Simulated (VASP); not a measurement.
# Cd3TeSe2 (P3m1) in VASP: notebook

The runs below take Cd3TeSe2 through single point, relaxation of cell and atoms, with PBE.

Everything below comes from runs of VASP 6.6.1. Logs are shortened: lines on timing, memory, paths and dates and some standing lists are left out, and cuts for length are marked.

### Step 1. The cell of the first run

The structure is trigonal, space group P3m1 (No. 156). Conventional cell: a = 4.252 Å, b = 4.252 Å, c = 10.415 Å, α = 90.00°, β = 90.00°, γ = 120.00°. Cd (site symmetry 3m) has 3 Se at 2.60 Å and 1 Te at 2.60 Å within 3.4 Å. Within 3.4 Å of Cd (site symmetry 3m) lie 4 Se at 2.60 Å. Cd (site symmetry 3m) has 3 Te at 2.60 Å and 1 Se at 2.60 Å within 3.4 Å. Within 3.4 Å of Te (site symmetry 3m) lie 4 Cd at 2.60 Å. Within 3.4 Å of Se (site symmetry 3m) lie 4 Cd at 2.60 Å. Se (site symmetry 3m) has 4 Cd at 2.60 Å within 3.4 Å.

### Step 2. Single point, PBE

INCAR

```
SYSTEM = Cd3TeSe2
ALGO = Normal
EDIFF = 1E-7
ENCUT = 520
GGA = PE
ISIF = 2
ISMEAR = 0
LASPH = .TRUE.
LCHARG = .FALSE.
LREAL = .FALSE.
LWAVE = .FALSE.
NBANDS = 36
NELM = 100
PREC = Accurate
SIGMA = 0.1
```

KPOINTS

```
k-points
0
G
  6 6 2
  0 0 0
```

POSCAR

```
Cd3TeSe2
1.0
    4.2520161100      0.0000000000      0.0000000000
   -2.1260080600      3.6823539700      0.0000000000
    0.0000000000      0.0000000000     10.4152698500
Cd Te Se
3 1 2
Direct
    0.0000000000      0.0000000000      0.0000000000
    0.6666666700      0.3333333300      0.3333333300
    0.3333333300      0.6666666700      0.6666666700
    0.0000000000      0.0000000000      0.7500000000
    0.6666666700      0.3333333300      0.0833333300
    0.3333333300      0.6666666700      0.4166666700
```

Potentials or basis: VASP PAW PBE potentials, release 64 (Cd, Te, Se).

Run with:

```bash
$ cat potpaw_PBE.64/Cd/POTCAR potpaw_PBE.64/Te/POTCAR potpaw_PBE.64/Se/POTCAR > POTCAR
$ mpirun -np 1 vasp_std > vasp.out
```

OUTCAR:

```text
SYSTEM = Cd3TeSe2
   EDIFF = 1E-7
   ENCUT = 520
   GGA = PE
   ISIF = 2
   ISMEAR = 0
   LASPH = .TRUE.
   LREAL = .FALSE.
   NELM = 100
   PREC = Accurate

 ion  position               nearest neighbor table
   1  0.000  0.000  0.000-   5 2.60   5 2.60   4 2.60   5 2.60
   2  0.667  0.333  0.333-   6 2.60   5 2.60   6 2.60   6 2.60
   3  0.333  0.667  0.667-   4 2.60   4 2.60   6 2.60   4 2.60
   4  0.000  0.000  0.750-   3 2.60   3 2.60   1 2.60   3 2.60
   5  0.667  0.333  0.083-   1 2.60   1 2.60   2 2.60   1 2.60
   6  0.333  0.667  0.417-   2 2.60   3 2.60   2 2.60   2 2.60

  LATTYP: Found a hexagonal cell.
 ALAT       =     4.2520161100
 C/A-ratio  =     2.4494897433

  Lattice vectors:

 A1 = (   4.2520161100,   0.0000000000,   0.0000000000)
 A2 = (  -2.1260080600,   3.6823539700,   0.0000000000)
 A3 = (   0.0000000000,   0.0000000000,  10.4152698500)

Analysis of symmetry for initial positions (statically):
=====================================================================
 Subroutine PRICEL returns:
 Original cell was already a primitive cell.

 Routine SETGRP: Setting up the symmetry group for a
 hexagonal supercell.

 Subroutine GETGRP returns: Found  6 space group operations
 (whereof  6 operations were pure point group operations)
 out of a pool of 24 trial point group operations.

The static configuration has the point symmetry C_3v.

Analysis of symmetry for dynamics (positions and initial velocities):
=====================================================================
 Subroutine PRICEL returns:
 Original cell was already a primitive cell.

 Routine SETGRP: Setting up the symmetry group for a
 hexagonal supercell.

 Subroutine GETGRP returns: Found  6 space group operations
 (whereof  6 operations were pure point group operations)
 out of a pool of 24 trial point group operations.

The dynamic configuration has the point symmetry C_3v.

 Subroutine INISYM returns: Found  6 space group operations
 (whereof  6 operations are pure point group operations),
 and found     1 'primitive' translations

----------------------------------------------------------------------------------------

                                     Primitive cell

  volume of cell :     163.0763

  direct lattice vectors                    reciprocal lattice vectors
     4.252016110  0.000000000  0.000000000     0.235182552  0.135782710  0.000000000
[... 86 lines left out ...]
   NSW    =      0    number of steps for IOM
   IBRION =     -1    ionic relax: 0-MD 1-quasi-New 2-CG
   NFREE  =      0    steps in history (QN), initial steepest desc. (CG)
   ISIF   =      2    stress and relaxation
   ISYM   =      2    0-nonsym 1-usesym 2-fastsym
   POTIM  = 0.5000    time-step for ionic-motion
   TEBEG  =    0.0;   TEEND  =   0.0 temperature during run
   PSTRESS=    0.0 pullay stress
   NELECT =      54.0000    total number of electrons
   NUPDOWN=      -1.0000    fix difference up-down
   EMIN   =  10.00;   EMAX   =-10.00  energy-range for DOS
   EFERMI =   0.00;   METHOD = LEGACY
   ISMEAR =     0;   SIGMA  =   0.10  broadening in eV -4-tet -1-fermi 0-gaus
   EFERMI_NEDOS =   21; number of points for ismear=-14 and -15
   IALGO  =     38    algorithm
   IMIX   =      4    mixing-type and parameters
     AMIX     =   0.40;   BMIX     =  1.00
     AMIX_MAG =   1.60;   BMIX_MAG =  1.00
  volume/ion in A,a.u.               =      27.18       183.42
  Fermi-wavevector in a.u.,A,eV,Ry     =   1.132598  2.140300 17.453255  1.282778
  Thomas-Fermi vector in A             =   2.269299
   LORBIT       =      0    0 simple, 1 ext, 2 COOP (PROOUT), +10 PAW based schemes
   GGA     = PE    functional components
   LHFCALC =     F    Hartree Fock is set to
   AEXX    =    0.0000 exact exchange contribution
   IVDW    =     0    specifies the selected vdW correction
   LEPSILON=     F    determine dielectric tensor
   LRPA    =     F    only Hartree local field effects (RPA)
 non-spin polarized calculation
 Gauss-broadening in eV      SIGMA  =   0.10
  energy-cutoff  :      520.00
  volume of cell :      163.08
 maximum number of plane-waves:      4452
 NGX is ok and might be reduce to    32
   NGX = 15   NGY = 15   NGZ = 39

 number of electron      53.9999996 magnetization

 Free energy of the ion-electron system (eV)
  ---------------------------------------------------
  ext. energy  EPLUGINS =         0.00000000
  ---------------------------------------------------
  free energy    TOTEN  =       -14.78217762 eV

  energy without entropy =      -14.78217761  energy(sigma->0) =      -14.78217762

 E-fermi :   2.8447     XC(G=0):  -9.2375

 val. band max:        2.4903785047   @ k =   0.0000   0.0000   0.0000
 cond. band min:       3.1896011206   @ k =   0.0000   0.0000   0.0000
 fundamental gap:      0.6992226159
 Fermi energy:         2.8447357781

 k-point     1 :       0.0000    0.0000    0.0000
  band No.  band energies     occupation
      1     -10.5583      2.00000
      2     -10.3257      2.00000
      3      -9.5329      2.00000
      4      -6.3680      2.00000
      5      -6.3680      2.00000
      6      -6.1862      2.00000
[... 535 lines left out ...]
     35       8.9731      0.00000
     36       8.9755      0.00000

------------------------ aborting loop because EDIFF is reached ----------------------------------------

  FORCE on cell =-STRESS in cart. coord.  units (eV):
  Direction    XX          YY          ZZ          XY          YZ          ZX
  --------------------------------------------------------------------------------------
  -------------------------------------------------------------------------------------
  Total       10.5873912     10.5873912     10.2827166     -0.0000000      0.0000000      0.0000000
  in kB      104.0180198    104.0180199    101.0246813     -0.0000001      0.0000000      0.0000000
  external PRESSURE =     103.0202403 kB  Pullay stress =       0.0000000 kB

 VOLUME and BASIS-vectors are now :
 -----------------------------------------------------------------------------
  energy-cutoff  :      520.00
  volume of cell :      163.08
      direct lattice vectors                 reciprocal lattice vectors
     4.252016110  0.000000000  0.000000000     0.235182552  0.135782710  0.000000000
    -2.126008060  3.682353970  0.000000000     0.000000000  0.271565419  0.000000000
     0.000000000  0.000000000 10.415269850     0.000000000  0.000000000  0.096012875

 POSITION                                       TOTAL-FORCE (eV/Angst)
 -----------------------------------------------------------------------------------
      0.00000      0.00000      0.00000         0.000000     -0.000000      1.073630
      2.12601      1.22745      3.47176        -0.000000      0.000000     -0.018261
     -0.00000      2.45490      6.94351        -0.000000     -0.000000     -1.071740
      0.00000      0.00000      7.81145         0.000000     -0.000000     -0.050673
      2.12601      1.22745      0.86794        -0.000000     -0.000000      0.174214
     -0.00000      2.45490      4.33970         0.000000     -0.000000     -0.107170
 -----------------------------------------------------------------------------------
    total drift:                                0.000001     -0.000000      0.000025

  FREE ENERGIE OF THE ION-ELECTRON SYSTEM (eV)
  ---------------------------------------------------
  free  energy   TOTEN  =       -14.7821776212 eV

  energy  without entropy=      -14.7821776103  energy(sigma->0) =      -14.78217762
```

Run time: 73 s. Hardware: 1 thread of Intel Xeon Platinum 8559C (Emerald Rapids), shared host; peak memory 0.31 GiB.

Results:

| Quantity | Value |
| --- | --- |
| Free energy | -14.7822 eV |
| Pressure | 10.3 GPa |
| Largest force | 1.074 eV/Å |
| Band gap on the k mesh | 0.70 eV |

Forces on the atoms (eV/Å):
```
Cd   0.000  0.000  1.074
Cd   0.000  0.000 -0.018
Cd   0.000  0.000 -1.072
Te   0.000  0.000 -0.051
Se   0.000  0.000  0.174
Se   0.000  0.000 -0.107
```

Caveat: the cell stands under pressure; semilocal functionals underestimate gaps, and a narrow one can read as zero; spin-orbit coupling is left out, which moves the levels of the heavy elements; forces of over 1 eV/Å act on the atoms, so gaps and moduli don't describe the material at rest.

### Step 3. Single point, PBE

This run uses another cell than the first one, of 31.72 Å³/atom.

INCAR

```
ALGO     = Normal         # electronic algorithm
EDIFF    = 1E-6           # SCF threshold, eV
ENCUT    = 520            # plane-wave cutoff, eV
GGA      = PE             # functional
ISIF     = 2              # what is computed and relaxed
ISMEAR   = 0              # smearing method
LASPH    = T              # aspherical terms in the spheres
LCHARG   = F              # write CHGCAR
LREAL    = F              # projectors in reciprocal space
LWAVE    = F              # write WAVECAR
NBANDS   = 36             # bands
NELM     = 60             # most SCF steps
PREC     = Accurate       # precision mode
SIGMA    = 0.1            # smearing width, eV
```

KPOINTS

```
k-points
0
Gamma
  6 6 2
```

POSCAR

```
Cd3TeSe2
1.0
    4.4753365303      0.0000000030      0.0000000000
   -2.2376682678      3.8757551242      0.0000000000
    0.0000000000      0.0000000000     10.9718841889
Cd Te Se
3 1 2
Direct
    0.0000000000      0.0000000000      0.0133983733
    0.6666666667      0.3333333333      0.3335796243
    0.3333333333      0.6666666667      0.6522103010
    0.0000000000      0.0000000000      0.7527727470
    0.6666666667      0.3333333333      0.0888430768
    0.3333333333      0.6666666667      0.4091958776
```

Potentials or basis: VASP PAW PBE potentials, release 64 (Cd, Te, Se).

Run with:

```bash
$ cat potpaw_PBE.64/Cd/POTCAR potpaw_PBE.64/Te/POTCAR potpaw_PBE.64/Se/POTCAR > POTCAR
$ mpirun -np 1 vasp_std > vasp.out
```

OUTCAR:

```text
EDIFF = 1E-6
   ENCUT = 520
   GGA = PE
   ISIF = 2
   ISMEAR = 0
   LASPH = T
   LREAL = F
   NELM = 60
   PREC = Accurate

 ion  position               nearest neighbor table
   1  0.000  0.000  0.013-   5 2.71   5 2.71   5 2.71   4 2.86
   2  0.667  0.333  0.334-   5 2.69   6 2.71   6 2.71   6 2.71
   3  0.333  0.667  0.652-   6 2.67   4 2.81   4 2.81   4 2.81
   4  0.000  0.000  0.753-   3 2.81   3 2.81   3 2.81   1 2.86
   5  0.667  0.333  0.089-   2 2.69   1 2.71   1 2.71   1 2.71
   6  0.333  0.667  0.409-   3 2.67   2 2.71   2 2.71   2 2.71
[... 741 lines left out ...]
  -------------------------------------------------------------------------------------
  Total        0.4190576      0.4190576      0.4205773     -0.0000000      0.0000000     -0.0000000
  in kB        3.5279390      3.5279390      3.5407330     -0.0000000      0.0000000     -0.0000000
  external PRESSURE =       3.5322037 kB  Pullay stress =       0.0000000 kB

 VOLUME and BASIS-vectors are now :
 -----------------------------------------------------------------------------
  energy-cutoff  :      520.00
  volume of cell :      190.31
      direct lattice vectors                 reciprocal lattice vectors
     4.475336530  0.000000003  0.000000000     0.223446883  0.129007118  0.000000000
    -2.237668268  3.875755124  0.000000000    -0.000000000  0.258014237  0.000000000
     0.000000000  0.000000000 10.971884189     0.000000000  0.000000000  0.091142048

 POSITION                                       TOTAL-FORCE (eV/Angst)
 -----------------------------------------------------------------------------------
      0.00000      0.00000      0.14701         0.000000      0.000000     -0.021133
      2.23767      1.29192      3.66000        -0.000000      0.000000      0.007467
     -0.00000      2.58384      7.15598        -0.000000     -0.000000      0.026204
      0.00000      0.00000      8.25934        -0.000000      0.000000      0.012547
      2.23767      1.29192      0.97478         0.000000     -0.000000      0.006745
     -0.00000      2.58384      4.48965        -0.000000      0.000000     -0.031830
 -----------------------------------------------------------------------------------
    total drift:                                0.000001      0.000000     -0.000230

  FREE ENERGIE OF THE ION-ELECTRON SYSTEM (eV)
  ---------------------------------------------------
  free  energy   TOTEN  =       -15.7111699111 eV

  energy  without entropy=      -15.7090608418  energy(sigma->0) =      -15.71011538
```

stdout:

```text
POSCAR found type information on POSCAR CdTeSe
 POSCAR found :  3 types and       6 ions
 scaLAPACK will be used
 LDA part: xc-table for (Slater+PW92), standard interpolation
 POSCAR, INCAR and KPOINTS ok, starting setup
 FFT: planning ... GRIDC
 FFT: planning ... GRID_SOFT
 FFT: planning ... GRID
 WAVECAR not read
 entering main loop
```

Wall time 87 s (1 thread of Intel Xeon Platinum 8559C (Emerald Rapids), shared host); peak memory 0.36 GiB.

Results:

| Property | Result |
| --- | --- |
| Free energy | -15.7112 eV |
| Pressure | 0.4 GPa |
| Largest force | 0.032 eV/Å |
| Band gap on the k mesh | 0.09 eV |

Forces on the atoms (eV/Å):
```
Cd   0.000  0.000 -0.021
Cd   0.000  0.000  0.007
Cd   0.000  0.000  0.026
Te   0.000  0.000  0.013
Se   0.000  0.000  0.007
Se   0.000  0.000 -0.032
```

Levels at points of the mesh, in eV from the valence-band top:
```
           k point  band 25  band 26  band 27  band 28  band 29  band 30
(0.00, 0.00, 0.00)    -0.37     0.00     0.00     0.09     1.57     2.36
(0.50, 0.00, 0.00)    -1.66    -1.49    -0.93     2.55     2.66     2.95
(0.00, 0.00, 0.50)    -0.78    -0.04    -0.04     1.19     1.35     2.29
(0.50, 0.00, 0.50)    -1.67    -0.99    -0.83     1.78     2.90     3.16
```

Caveat: semilocal functionals underestimate gaps, and a narrow one can read as zero; spin-orbit coupling is left out, which moves the levels of the heavy elements.

### Step 4. Relaxation of cell and atoms, PBE

INCAR

```
SYSTEM = Cd3TeSe2
ALGO = Normal ; EDIFF = 1E-6
EDIFFG = -0.04 ; ENCUT = 600
GGA = PE ; IBRION = 2
ISIF = 3 ; ISMEAR = 0
LASPH = .True. ; LCHARG = .False.
LREAL = .False. ; LWAVE = .False.
NELM = 80 ; NSW = 90
PREC = Accurate ; SIGMA = 0.1
```

KPOINTS

```
k-points
0
Gamma
  6 6 2
  0 0 0
```

POSCAR

```
Cd3TeSe2
1.0
    4.2520161100      0.0000000000      0.0000000000
   -2.1260080600      3.6823539700      0.0000000000
    0.0000000000      0.0000000000     10.4152698500
Cd Te Se
3 1 2
Direct
    0.0000000000      0.0000000000      0.0000000000
    0.6666666700      0.3333333300      0.3333333300
    0.3333333300      0.6666666700      0.6666666700
    0.0000000000      0.0000000000      0.7500000000
    0.6666666700      0.3333333300      0.0833333300
    0.3333333300      0.6666666700      0.4166666700
```

Run with:

```bash
$ cat potpaw_PBE.64/Cd/POTCAR potpaw_PBE.64/Te/POTCAR potpaw_PBE.64/Se/POTCAR > POTCAR
$ mpirun -np 1 vasp_std > vasp.out
```

It took 7.9 min on 1 thread of Intel Xeon Platinum 8559C (Emerald Rapids), shared host; peak memory 0.39 GiB.

Results (log left out):

```yaml
Free_energy: -15.7065 eV
Relaxed_volume: 31.94 Å³/atom
Relaxed_cell: a = 4.487 Å, b = 4.487 Å, c = 10.988 Å, α = 90.00°, β = 90.00°, γ = 120.00°
Space_group_after_relaxing_to_0.1_Å: P3m1 (No. 156)
Energy_gained_by_relaxing: 154.2 meV/atom
Ionic_steps: 10
Pressure_after_relaxing: 0.1 GPa
Largest_force_after_relaxing: 0.013 eV/Å
Band_gap_on_the_k_mesh: 0.09 eV
```

Forces in eV/Å, atoms in the order of the input:
```
Cd   0.000  0.000 -0.013
Cd   0.000  0.000  0.008
Cd   0.000  0.000 -0.003
Te   0.000  0.000  0.003
Se   0.000  0.000  0.000
Se   0.000  0.000  0.005
```

The path:
| step | energy change (eV) | largest force (eV/Å) | pressure (GPa) | volume (Å³) |
| --- | --- | --- | --- | --- |
| 1 | 0.0000 | 1.0734 | 10.27 | 163.08 |
| 2 | -0.7462 | 0.3112 | -2.58 | 207.76 |
| 3 | -0.8639 | 0.4681 | -0.10 | 193.22 |
| 4 | -0.8639 | 0.4600 | -0.22 | 193.86 |
| 5 | -0.8829 | 0.3486 | -0.18 | 193.40 |
| 6 | -0.9132 | 0.3108 | 0.02 | 192.03 |
| 7 | -0.9144 | 0.3478 | 0.11 | 191.69 |
| 8 | -0.9236 | 0.0728 | -0.07 | 192.27 |
| 9 | -0.9237 | 0.0696 | -0.09 | 192.34 |
| 10 | -0.9249 | 0.0128 | 0.06 | 191.63 |

Final structure:
```
CELL_PARAMETERS angstrom
4.48741 0.00000 0.00000
-2.24371 3.88621 0.00000
0.00000 0.00000 10.98844
ATOMIC_POSITIONS crystal
Cd 0.00000 0.00000 0.01342
Cd 0.66667 0.33333 0.33355
Cd 0.33333 0.66667 0.65262
Te 0.00000 0.00000 0.75276
Se 0.66667 0.33333 0.08879
Se 0.33333 0.66667 0.40886
```

Levels at points of the mesh, in eV from the valence-band top:
```csv
k point,band 23,band 24,band 25,band 26,band 27,band 28,band 29,band 30,band 31,band 32
"(0.00, 0.00, 0.00)",-0.82,-0.82,-0.36,0.00,0.00,0.09,1.57,2.34,5.15,5.15
"(0.50, 0.00, 0.00)",-2.00,-1.81,-1.63,-1.46,-0.92,2.56,2.67,2.96,2.99,4.81
"(0.00, 0.00, 0.50)",-1.13,-0.76,-0.76,-0.04,-0.04,1.19,1.36,2.27,4.66,5.38
"(0.50, 0.00, 0.50)",-2.16,-1.96,-1.64,-0.97,-0.82,1.78,2.91,3.16,3.61,4.00
```

Caveat: the volume moved by over 15 % at a fixed basis, so the end points are rough; semilocal functionals underestimate gaps, and a narrow one can read as zero; spin-orbit coupling is left out, which moves the levels of the heavy elements.

(Part 1 of 2 ends here.)
